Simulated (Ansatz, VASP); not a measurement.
## Two plane-wave programs on TiB2

```
Ti B
1.0
     2.99392    0.00000    0.00000
    -1.49696    2.59281    0.00000
     0.00000    0.00000    3.15950
Ti B
1 2
Direct
  0.00000 0.00000 0.00000
  0.33333 0.66667 0.50000
  0.66667 0.33333 0.50000
```

Alike in both runs: functional LDA; k mesh 15 × 15 × 12; occupations gaussian, width 0.1 eV; no spin polarisation.

Ansatz relaxed the structure, and its values are those at the end. VASP's run is a single point on that final structure, the one shown.

```csv
,VASP,Ansatz
version,VASP 6.6.1,Ansatz 0.2.0
potentials or method,"VASP PAW LDA potentials, release 64 (Ti_sv, B), cutoff 520 eV","scalar-relativistic, plane waves, PAW"
valence electrons in the cell,18,18
```

Ansatz gave:

- gap on the k mesh at the Fermi level (eV): none
- pressure (GPa): 0.0

Task: Which values does VASP return?

Result: gap on the k mesh at the Fermi level (eV): none; pressure (GPa): 0.6.

Ansatz warns that its potentials were made for another functional, while VASP's fit it. LDA's correlation is that of Perdew and Zunger in VASP and of Perdew and Wang (1992) in Ansatz. A gap of «none» marks a metal or a gap that the smearing closes.
